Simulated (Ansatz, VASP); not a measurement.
One calculation of BaTiO3, two programs

INCAR

```
PREC = Accurate
ENCUT = 520
EDIFF = 1E-8
ISMEAR = -1
SIGMA = 0.03
LREAL = F
LASPH = T
NELM = 80
ALGO = Normal
ISIF = 2
LWAVE = F
LCHARG = F
GGA = PE
LEFG = T
NBANDS = 28
```

The input KPOINTS:

```
Automatic mesh
0
Gamma
  7 7 7
```

Contents of POSCAR:

```
BaTiO3
1.0
    4.0262895137      0.0000000000      0.0000000000
    0.0000000000      4.0262895137      0.0000000000
    0.0000000000      0.0000000000      4.0446100470
Ba Ti O
1 1 3
Direct
    0.0000000000      0.0000000000      0.0000000000
    0.5000000000      0.5000000000      0.5000000000
    0.5000000000      0.5000000000      0.0000000000
    0.5000000000      0.0000000000      0.5000000000
    0.0000000000      0.5000000000      0.5000000000
```

Input for Ansatz:

```yaml
crystal:
  lattice:
    - [4.0262895137, 0.0, 0.0]
    - [0.0, 4.0262895137, 0.0]
    - [0.0, 0.0, 4.044610047]
  atoms:
    - { symbol: Ba, position: [0.0, 0.0, 0.0] }
    - { symbol: Ti, position: [0.5, 0.5, 0.5] }
    - { symbol: O, position: [0.5, 0.5, 0.0] }
    - { symbol: O, position: [0.5, 0.0, 0.5] }
    - { symbol: O, position: [0.0, 0.5, 0.5] }
kpoints:
  mp_grid: { grid: [7, 7, 7] }
scf:
  occupations: { method: fermi_dirac, width: 0.03 }
hamiltonian:
  xc: pbe
  pseudopotentials: { kind: paw }
output:
  forces: true
  stress: true
  eigenvalues: true
  efg: { contact_densities: true }
```

Change from the starting cell: volume scaled by 1.02, PAW files.

Alike in both runs: task electric field gradients; functional PBE; k mesh 7 × 7 × 7; occupations fermi-dirac, width 0.03 eV; no spin polarisation.

```csv
,VASP,Ansatz
version,VASP 6.6.1,Ansatz 0.2.0
potentials or method,"VASP PAW PBE potentials, release 64 (Ba_sv, Ti_sv, O)","PAW with Ansatz's default frozen-core files, scalar-relativistic"
plane-wave cutoff (eV),520,420
valence electrons in the cell,40,40
```

|  | VASP | Ansatz | Ansatz less VASP |
| --- | --- | --- | --- |
| gap on the k mesh at the Fermi level (eV) | 1.76 | 1.82 | +0.063 |
| pressure (GPa) | 0.1 | -1.6 | -1.65 |
| traceless stress, the component that is largest in VASP (GPa) | -0.53 | -0.51 | +0.019 |
| size of Vzz on the site where it differs most (V/Å²) | 26.1 | 27.0 | +0.88 |

Neither program's run includes spin-orbit coupling.
